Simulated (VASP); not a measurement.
Write the native input for VASP 6.6.1 that does the following.

```
Task                   : relaxation of cell and atoms
Functional             : PBE
Potentials or basis    : VASP PAW PBE potentials, release 64 (Al, H)
Cutoff                 : 600 eV
k mesh                 : 12 × 12 × 14
Occupations            : gaussian, width 0.1 eV
Spin                   : no spin polarisation
Dipole correction      : no
Further INCAR settings : ALGO = Normal; EDIFF = 1e-06; IBRION = 2; EDIFFG = -0.01; NSW = 100; ISIF = 3
```

The structure of AlH5 lies in POSCAR:

```
AlH5
1.0
    3.7055647923      0.0000000000      0.0000000000
   -1.8527823962      3.2091132455      0.0000000000
    0.0000000000      0.0000000000      2.6588325460
Al H
1 5
Direct
    0.0000000000      0.0000000000      0.5000000000
    0.3333333333      0.6666666667      0.5000000000
    0.0000000000      0.6572893984      0.0000000000
    0.6572893984      0.0000000000      0.0000000000
    0.3427106016      0.3427106016      0.0000000000
    0.6666666667      0.3333333333      0.5000000000
```

The cell was built from a structure type or drawn by symmetry, and may not be a known phase.

One way to write it, as run:

INCAR

```
  ALGO = Normal
  EDIFF = 1E-6
  EDIFFG = -0.01
  ENCUT = 600
  GGA = PE
  IBRION = 2
  ISIF = 3
  ISMEAR = 0
  LASPH = True
  LCHARG = False
  LREAL = False
  LWAVE = False
  NELM = 60
  NSW = 100
  PREC = Accurate
  SIGMA = 0.1
```

KPOINTS

```
k-points
0
Gamma
  12 12 14
```

Potentials or basis: VASP PAW PBE potentials, release 64 (Al, H).

The run is started by

```bash
$ cat potpaw_PBE.64/Al/POTCAR potpaw_PBE.64/H/POTCAR > POTCAR
$ mpirun -np 1 vasp_std > vasp.out
```

Results of the run:

* Relaxed volume: 5.34 Å³/atom
* Relaxed cell: a = 3.762 Å, b = 3.762 Å, c = 2.613 Å, α = 90.00°, β = 90.00°, γ = 120.00°
* Space group after relaxing (to 0.1 Å): P-62m (No. 189)
* Energy gained by relaxing: 1.9 meV/atom
* Ionic steps: 8
* Pressure after relaxing: 0.0 GPa
* Largest force after relaxing: 0.006 eV/Å
* Band gap on the k mesh: zero (bands 4 and 5 overlap by 6.34 eV)

It took 2.5 min on 1 thread of Intel(R) Xeon(R) Platinum 8375C CPU @ 2.90GHz (Ice Lake) (shared host), peak memory 0.18 GiB.
